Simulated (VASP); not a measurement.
# BN2 in VASP: further runs

Runs on BN2. Level: PBE. Tasks: single point, relaxation of cell and atoms.

Program: VASP 6.6.1. These are calculated values, not measurements. Logs are shortened: lines on timing, memory, paths and dates and some standing lists are left out, and cuts for length are marked.

## 1. The cell of the first run

The structure is tetragonal, space group P-4n2 (No. 118). Conventional cell: a = 3.609 Å, b = 3.609 Å, c = 2.962 Å, α = 90.00°, β = 90.00°, γ = 90.00°. B (site symmetry -4) has 4 N at 1.59 Å within 2.1 Å. Within 1.8 Å of N (site symmetry 2) lie 1 N at 1.35 Å and 2 B at 1.59 Å.

## 2. Single point, PBE

The input, INCAR:

```
SYSTEM = BN2
PREC = Accurate
ENCUT = 520
EDIFF = 1E-7
ISMEAR = 0
SIGMA = 0.1
LREAL = .False.
LASPH = .True.
NELM = 80
ALGO = Normal
ISIF = 2
LWAVE = .False.
LCHARG = .True.
GGA = PE
LELF = .True.
LVHAR = .True.
NBANDS = 22
```

The input, KPOINTS:

```
Automatic mesh
0
Gamma
  10 10 12
  0 0 0
```

The input, POSCAR:

```
BN2
1.0
    3.6089578986      0.0000000000      0.0000000000
    0.0000000000      3.6089578986      0.0000000000
    0.0000000000      0.0000000000      2.9618220615
B N
2 4
Direct
    0.5000000000      0.5000000000      0.0000000000
    0.0000000000      0.0000000000      0.5000000000
    0.1323788372      0.3676211628      0.2500000000
    0.3676211628      0.8676211628      0.7500000000
    0.8676211628      0.6323788372      0.2500000000
    0.6323788372      0.1323788372      0.7500000000
```

Potentials or basis: VASP PAW PBE potentials, release 64 (B, N).

The run is started by

```
> cat potpaw_PBE.64/B/POTCAR potpaw_PBE.64/N/POTCAR > POTCAR
> mpirun -np 1 vasp_std > vasp.out
```

OUTCAR:

```text
SYSTEM = BN2
   PREC = Accurate
   ENCUT = 520
   EDIFF = 1E-7
   ISMEAR = 0
   LREAL = .False.
   LASPH = .True.
   NELM = 80
   ISIF = 2
   GGA = PE

 ion  position               nearest neighbor table
   1  0.500  0.500  0.000-   3 1.59   4 1.59   5 1.59   6 1.59
   2  0.000  0.000  0.500-   3 1.59   4 1.59   5 1.59   6 1.59
   3  0.132  0.368  0.250-   5 1.35   2 1.59   1 1.59
   4  0.368  0.868  0.750-   6 1.35   2 1.59   1 1.59
   5  0.868  0.632  0.250-   3 1.35   2 1.59   1 1.59
   6  0.632  0.132  0.750-   4 1.35   2 1.59   1 1.59

  LATTYP: Found a simple tetragonal cell.
 ALAT       =     3.6089578986
 C/A-ratio  =     0.8206862326

  Lattice vectors:

 A1 = (   3.6089578986,   0.0000000000,   0.0000000000)
 A2 = (   0.0000000000,   3.6089578986,   0.0000000000)
 A3 = (   0.0000000000,   0.0000000000,   2.9618220615)

Analysis of symmetry for initial positions (statically):
=====================================================================
 Subroutine PRICEL returns:
 Original cell was already a primitive cell.

 Routine SETGRP: Setting up the symmetry group for a
 simple tetragonal supercell.

 Subroutine GETGRP returns: Found  8 space group operations
 (whereof  4 operations were pure point group operations)
 out of a pool of 16 trial point group operations.

The static configuration has the point symmetry S_4 .
 The point group associated with its full space group is D_2d.

Analysis of symmetry for dynamics (positions and initial velocities):
=====================================================================
 Subroutine PRICEL returns:
 Original cell was already a primitive cell.

 Routine SETGRP: Setting up the symmetry group for a
 simple tetragonal supercell.

 Subroutine GETGRP returns: Found  8 space group operations
 (whereof  4 operations were pure point group operations)
 out of a pool of 16 trial point group operations.

The dynamic configuration has the point symmetry S_4 .
 The point group associated with its full space group is D_2d.

 Subroutine INISYM returns: Found  8 space group operations
 (whereof  4 operations are pure point group operations),
 and found     1 'primitive' translations

----------------------------------------------------------------------------------------

                                     Primitive cell

  volume of cell :      38.5765

  direct lattice vectors                    reciprocal lattice vectors
     3.608957899  0.000000000  0.000000000     0.277088298  0.000000000  0.000000000
     0.000000000  3.608957899  0.000000000     0.000000000  0.277088298  0.000000000
     0.000000000  0.000000000  2.961822061     0.000000000  0.000000000  0.337630006

  length of vectors
     3.608957899  3.608957899  2.961822061     0.277088298  0.277088298  0.337630006

  position of ions in fractional coordinates (direct lattice)
     0.500000000  0.500000000  0.000000000
     0.000000000  0.000000000  0.500000000
     0.132378837  0.367621163  0.250000000
     0.367621163  0.867621163  0.750000000
     0.867621163  0.632378837  0.250000000
     0.632378837  0.132378837  0.750000000

  ion indices of the primitive-cell ions
   primitive index   ion index
                 1           1
                 2           2
                 3           3
                 4           4
                 5           5
                 6           6

----------------------------------------------------------------------------------------

 KPOINTS: Automatic mesh

Automatic generation of k-mesh.
 Grid dimensions read from file:
 generate k-points for:   10   10   12

 Generating k-lattice:

  Cartesian coordinates                     Fractional coordinates (reciprocal lattice)
     0.027708830  0.000000000  0.000000000     0.100000000  0.000000000  0.000000000
     0.000000000  0.027708830  0.000000000     0.000000000  0.100000000  0.000000000
     0.000000000  0.000000000  0.028135834     0.000000000  0.000000000  0.083333333

  Length of vectors
     0.027708830  0.027708830  0.028135834

  Shift w.r.t. Gamma in fractional coordinates (k-lattice)
     0.000000000  0.000000000  0.000000000

 Subroutine IBZKPT returns following result:
 ===========================================

 Found    147 irreducible k-points:

 Following reciprocal coordinates:
            Coordinates               Weight
  0.000000  0.000000  0.000000      1.000000
  0.100000  0.000000  0.000000      4.000000
  0.200000  0.000000  0.000000      4.000000
  0.300000  0.000000  0.000000      4.000000
  0.400000  0.000000  0.000000      4.000000
  0.500000  0.000000  0.000000      2.000000
[... 16 lines left out ...]
  0.100000  0.000000  0.083333      8.000000
  0.200000  0.000000  0.083333      8.000000
 [... further k-points ...]
   k-points           NKPTS =    147   k-points in BZ     NKDIM =    147   number of bands    NBANDS=     22
   number of dos      NEDOS =    301   number of ions     NIONS =      6
   total plane-waves  NPLWV =  18816
[... 90 lines left out ...]
      6      -1.5097      2.00000
[... 14 lines left out ...]
     21      19.9523      0.00000
     22      21.9229      0.00000

 k-point     3 :       0.2000    0.0000    0.0000
  band No.  band energies     occupation
      1     -14.9123      2.00000
      2     -12.0635      2.00000
      3      -5.9764      2.00000
      4      -5.6069      2.00000
      5      -2.2201      2.00000
      6      -1.5410      2.00000
[... 14 lines left out ...]
     21      19.4960      0.00000
     22      21.8596      0.00000

 k-point     4 :       0.3000    0.0000    0.0000
  band No.  band energies     occupation
      1     -14.5847      2.00000
      2     -12.5195      2.00000
      3      -5.9835      2.00000
      4      -5.4634      2.00000
      5      -2.8236      2.00000
      6      -1.8703      2.00000
[... 14 lines left out ...]
     21      20.2065      0.00000
     22      21.1466      0.00000

 k-point     5 :       0.4000    0.0000    0.0000
  band No.  band energies     occupation
      1     -14.1476      2.00000
      2     -13.0650      2.00000
      3      -5.8390      2.00000
      4      -5.4378      2.00000
      5      -3.0987      2.00000
      6      -2.4625      2.00000
[... 14 lines left out ...]
     21      20.5191      0.00000
     22      20.7818      0.00000

 k-point     6 :       0.5000    0.0000    0.0000
  band No.  band energies     occupation
      1     -13.6274      2.00000
      2     -13.6274      2.00000
      3      -5.6065      2.00000
      4      -5.6065      2.00000
      5      -2.9370      2.00000
      6      -2.9370      2.00000
[... 14 lines left out ...]
     21      20.5281      0.00000
     22      20.5281      0.00000

 k-point     7 :       0.1000    0.1000    0.0000
  band No.  band energies     occupation
      1     -15.0469      2.00000
      2     -11.8528      2.00000
      3      -6.1103      2.00000
      4      -5.5240      2.00000
      5      -1.9031      2.00000
      6      -1.6462      2.00000
[... 324 lines left out ...]
      6      -0.2455      2.00000
[... 14 lines left out ...]
     21      19.2209      0.00000
     22      19.2209      0.00000

 k-point    21 :       0.5000    0.5000    0.0000
  band No.  band energies     occupation
      1     -13.1581      2.00000
      2     -13.1581      2.00000
      3      -7.8950      2.00000
      4      -7.8950      2.00000
      5       0.4933      2.00000
      6       0.4933      2.00000
[... 14 lines left out ...]
     21      19.3534      0.00000
     22      19.3534      0.00000

 k-point    22 :       0.0000    0.0000    0.0833
  band No.  band energies     occupation
      1     -15.1165      2.00000
      2     -11.6920      2.00000
      3      -5.7278      2.00000
      4      -5.7278      2.00000
      5      -2.0693      2.00000
      6      -1.1733      2.00000
[... 14 lines left out ...]
     21      20.1610      0.00000
     22      21.4172      0.00000

 k-point    23 :       0.1000    0.0000    0.0833
  band No.  band energies     occupation
      1     -15.0489      2.00000
      2     -11.7889      2.00000
      3      -5.8152      2.00000
      4      -5.6824      2.00000
      5      -1.8832      2.00000
      6      -1.5693      2.00000
[... 14 lines left out ...]
     21      19.8720      0.00000
     22      21.7921      0.00000

 k-point    24 :       0.2000    0.0000    0.0833
  band No.  band energies     occupation
      1     -14.8489      2.00000
      2     -12.0715      2.00000
      3      -5.9593      2.00000
      4      -5.5653      2.00000
      5      -2.2574      2.00000
      6      -1.5820      2.00000
[... 14 lines left out ...]
     21      19.5111      0.00000
     22      21.8215      0.00000

 [... further k-points ...]

------------------------ aborting loop because EDIFF is reached ----------------------------------------

  FORCE on cell =-STRESS in cart. coord.  units (eV):
  Direction    XX          YY          ZZ          XY          YZ          ZX
  --------------------------------------------------------------------------------------
  -------------------------------------------------------------------------------------
  Total        0.0985353      0.0985353     -0.0533574      0.0000000     -0.0000000      0.0000000
  in kB        4.0924172      4.0924172     -2.2160649      0.0000000     -0.0000000      0.0000000
  external PRESSURE =       1.9895898 kB  Pullay stress =       0.0000000 kB

 VOLUME and BASIS-vectors are now :
 -----------------------------------------------------------------------------
  energy-cutoff  :      520.00
  volume of cell :       38.58
      direct lattice vectors                 reciprocal lattice vectors
     3.608957899  0.000000000  0.000000000     0.277088298  0.000000000  0.000000000
     0.000000000  3.608957899  0.000000000     0.000000000  0.277088298  0.000000000
     0.000000000  0.000000000  2.961822061     0.000000000  0.000000000  0.337630006

 POSITION                                       TOTAL-FORCE (eV/Angst)
 -----------------------------------------------------------------------------------
      1.80448      1.80448      0.00000         0.000000     -0.000000     -0.000000
      0.00000      0.00000      1.48091         0.000000     -0.000000     -0.000000
      0.47775      1.32673      0.74046         0.062252     -0.062252      0.000000
      1.32673      3.13121      2.22137        -0.062252     -0.062252     -0.000000
      3.13121      2.28223      0.74046        -0.062252      0.062252     -0.000000
      2.28223      0.47775      2.22137         0.062252      0.062252     -0.000000
 -----------------------------------------------------------------------------------
    total drift:                                0.000000     -0.000000      0.000000

  FREE ENERGIE OF THE ION-ELECTRON SYSTEM (eV)
  ---------------------------------------------------
  free  energy   TOTEN  =       -45.6128540919 eV

  energy  without entropy=      -45.5991253167  energy(sigma->0) =      -45.60598970
```

It took 72 s on 1 thread of AMD EPYC 9R14 (Zen 4), shared host; peak memory 0.19 GiB.

Results:

```
Free energy            : -45.6129 eV
Pressure               : 0.2 GPa
Largest force          : 0.088 eV/Å
Band gap on the k mesh : zero (bands 13 and 14 overlap by 1.97 eV)
```

Forces in eV/Å, atoms in the order of the input:
```
B    0.000  0.000  0.000
B    0.000  0.000  0.000
N    0.062 -0.062  0.000
N   -0.062 -0.062  0.000
N   -0.062  0.062  0.000
N    0.062  0.062  0.000
```

Levels at points of the mesh, in eV from the Fermi level:
```tsv
k point	band 10	band 11	band 12	band 13	band 14	band 15	band 16	band 17
(0.00, 0.00, 0.00)	-5.61	-3.07	-1.43	0.23	0.23	3.72	7.84	7.84
(0.50, 0.00, 0.00)	-4.59	-2.62	-2.62	0.70	0.70	6.30	6.30	8.02
(0.50, 0.50, 0.00)	-6.11	-0.92	-0.92	-0.12	-0.12	7.04	7.04	7.77
(0.00, 0.00, 0.50)	-5.76	-3.45	-3.45	-1.07	-1.07	5.51	5.51	7.92
(0.50, 0.00, 0.50)	-5.55	-3.75	-3.75	-0.59	-0.59	7.95	7.95	9.13
(0.50, 0.50, 0.50)	-4.63	-0.78	-0.78	0.23	1.44	7.02	8.14	8.97
```

## 3. Single point, PBE

The input, INCAR:

```
SYSTEM = BN2
ALGO = Normal ; EDIFF = 1E-6
ENCUT = 520 ; GGA = PE
ISIF = 2 ; ISMEAR = 0
LASPH = .True. ; LCHARG = .True.
LELF = .True. ; LREAL = .False.
LVHAR = .True. ; LWAVE = .False.
NBANDS = 22 ; NELM = 80
PREC = Accurate ; SIGMA = 0.1
```

The input, KPOINTS:

```
k-points
0
Gamma
  10 8 6
  0 0 0
```

The input, POSCAR:

```
BN2
1.0
   -0.0006125667      0.0019803895      2.9567903328
    3.6088353229      0.0038757852      0.0006015144
   -0.0044828982      3.6130408938     -0.0025269145
B N
2 4
Direct
    0.3336191309      0.5000005498      0.5000025826
   -0.1664414408      1.0000026235     -0.0000151096
    0.5831974032      0.3676933485      0.8677041272
    0.0831872227      0.8676679806      0.6322786626
    0.5832101401      0.6323547694      0.1323632716
    0.0832275440      0.1322807284      0.3676664656
```

Potentials or basis: VASP PAW PBE potentials, release 64 (B, N).

The run is started by

```
> cat potpaw_PBE.64/B/POTCAR potpaw_PBE.64/N/POTCAR > POTCAR
> mpirun -np 1 vasp_std > vasp.out
```

Wall time 1.9 min (1 thread of AMD EPYC 9R14 (Zen 4), shared host); peak memory 0.24 GiB.

Results (log left out):

| Property | Result |
| --- | --- |
| Free energy | -45.6116 eV |
| Pressure | 0.2 GPa |
| Largest force | 0.087 eV/Å |
| Band gap on the k mesh | zero (bands 13 and 14 overlap by 1.98 eV) |

Forces on the atoms (eV/Å):
```
B    0.000  0.001 -0.002
B    0.001  0.001  0.001
N   -0.059 -0.061  0.001
N   -0.059  0.064  0.000
N    0.054  0.055  0.000
N    0.063 -0.060  0.000
```

Stress tensor (GPa, compression positive):
```
 0.41  0.04  0.01
 0.04  0.36  0.01
 0.01  0.01 -0.21
```

Levels at points of the mesh, in eV from the Fermi level:
| k point | band 10 | band 11 | band 12 | band 13 | band 14 | band 15 | band 16 | band 17 |
| --- | --- | --- | --- | --- | --- | --- | --- | --- |
| (0.00, 0.00, 0.00) | -5.62 | -3.07 | -1.43 | 0.22 | 0.23 | 3.70 | 7.83 | 7.83 |
| (0.50, 0.00, 0.00) | -5.78 | -3.47 | -3.46 | -1.09 | -1.09 | 5.49 | 5.49 | 7.90 |
| (0.00, 0.50, 0.00) | -4.59 | -2.64 | -2.64 | 0.69 | 0.69 | 6.29 | 6.29 | 8.01 |
| (0.50, 0.50, 0.00) | -5.57 | -3.78 | -3.77 | -0.60 | -0.60 | 7.93 | 7.94 | 9.12 |
| (0.00, 0.00, 0.50) | -4.59 | -2.65 | -2.64 | 0.69 | 0.69 | 6.28 | 6.28 | 8.01 |
| (0.50, 0.00, 0.50) | -5.56 | -3.77 | -3.77 | -0.62 | -0.62 | 7.92 | 7.92 | 9.11 |
| (0.00, 0.50, 0.50) | -6.11 | -0.94 | -0.94 | -0.12 | -0.12 | 7.01 | 7.01 | 7.77 |
| (0.50, 0.50, 0.50) | -4.65 | -0.80 | -0.80 | 0.21 | 1.42 | 6.98 | 8.11 | 8.95 |

## 4. Relaxation of cell and atoms, PBE

The input, INCAR:

```
SYSTEM = BN2
ALGO = Normal ; EDIFF = 1E-7
EDIFFG = -0.01 ; ENCUT = 600
GGA = PE ; IBRION = 2
ISIF = 3 ; ISMEAR = 0
LASPH = .True. ; LCHARG = .False.
LREAL = .False. ; LWAVE = .False.
NELM = 80 ; NSW = 100
PREC = Accurate ; SIGMA = 0.1
```

The input, KPOINTS:

```
k-points
0
Gamma
  10 10 12
  0 0 0
```

The input, POSCAR:

```
BN2
1.0
    3.6109410064      0.0000000000      0.0000000000
    0.0000000000      3.6109410064      0.0000000000
    0.0000000000      0.0000000000      2.9567910595
B N
2 4
Direct
    0.5000000000      0.5000000000      0.0000000000
    0.0000000000      0.0000000000      0.5000000000
    0.1323028283      0.3676971717      0.2500000000
    0.3676971717      0.8676971717      0.7500000000
    0.8676971717      0.6323028283      0.2500000000
    0.6323028283      0.1323028283      0.7500000000
```

The run is started by

```
> cat potpaw_PBE.64/B/POTCAR potpaw_PBE.64/N/POTCAR > POTCAR
> mpirun -np 1 vasp_std > vasp.out
```

Run time: 3.2 min. Hardware: 1 thread of AMD EPYC 9R14 (Zen 4), shared host; peak memory 0.2 GiB.

Results (log left out):

```yaml
Free_energy: -45.6249 eV
Relaxed_volume: 6.42 Å³/atom
Relaxed_cell: a = 3.609 Å, b = 3.609 Å, c = 2.956 Å, α = 90.00°, β = 90.00°, γ = 90.00°
Space_group_after_relaxing_to_0.1_Å: P-4n2 (No. 118)
Energy_gained_by_relaxing: 0.0 meV/atom
Ionic_steps: 5
Pressure_after_relaxing: 0.0 GPa
Band_gap_on_the_k_mesh: zero (bands 13 and 14 overlap by 1.99 eV)
```

Stress tensor (GPa, compression positive):
```
-0.01  0.00  0.00
 0.00 -0.01  0.00
 0.00  0.00  0.14
```

The path:
```csv
step,energy change (eV),largest force (eV/Å),pressure (GPa),volume (Å³)
1,0.0000,0.0851,-0.14,38.55
2,0.0010,0.2100,-0.55,38.52
3,-0.0002,0.0019,-0.27,38.54
4,-0.0002,0.0021,0.24,38.49
5,-0.0002,0.0007,0.04,38.51
```

Final structure:
```yaml
crystal:
  lattice:
    - [3.60939, 0.00000, 0.00000]
    - [0.00000, 3.60939, 0.00000]
    - [0.00000, 0.00000, 2.95608]
  atoms:
    - { symbol: B, position: [0.50000, 0.50000, 0.00000] }
    - { symbol: B, position: [0.00000, 0.00000, 0.50000] }
    - { symbol: N, position: [0.13257, 0.36743, 0.25000] }
    - { symbol: N, position: [0.36743, 0.86743, 0.75000] }
    - { symbol: N, position: [0.86743, 0.63257, 0.25000] }
    - { symbol: N, position: [0.63257, 0.13257, 0.75000] }
```

Levels at points of the mesh, in eV from the Fermi level:
```tsv
k point	band 10	band 11	band 12	band 13	band 14	band 15	band 16	band 17
(0.00, 0.00, 0.00)	-5.60	-3.05	-1.42	0.24	0.24	3.72	7.83	7.83
(0.50, 0.00, 0.00)	-4.57	-2.63	-2.63	0.70	0.70	6.30	6.30	8.03
(0.50, 0.50, 0.00)	-6.09	-0.93	-0.93	-0.11	-0.11	7.02	7.02	7.81
(0.00, 0.00, 0.50)	-5.77	-3.44	-3.44	-1.08	-1.08	5.49	5.49	7.94
(0.50, 0.00, 0.50)	-5.55	-3.76	-3.76	-0.60	-0.60	7.96	7.96	9.13
(0.50, 0.50, 0.50)	-4.62	-0.79	-0.79	0.23	1.44	7.01	8.14	8.99
```

## 5. The runs side by side

| task | cell | k mesh | cutoff (eV) | gap on the mesh (eV) | pressure (GPa) | largest force (eV/Å) |
| --- | --- | --- | --- | --- | --- | --- |
| single point | a = 3.609, b = 3.609, c = 2.962 Å, 6 atoms | 10 × 10 × 12 | 520 | none | 0.2 | 0.09 |
| single point | a = 2.957, b = 3.609, c = 3.613 Å, 6 atoms | 10 × 8 × 6 | 520 | none | 0.2 | 0.09 |
| relaxation of cell and atoms | relaxed from a = 3.611, b = 3.611, c = 2.957 Å, 6 atoms | 10 × 10 × 12 | 600 | none | 0.0 | - |

Alike in all rows: level PBE; potentials or basis VASP PAW PBE potentials, release 64 (B, N); no spin polarisation; smearing gaussian 0.1 eV.

Total energies depend on the potentials used, so only differences within one code and one set of settings carry meaning.
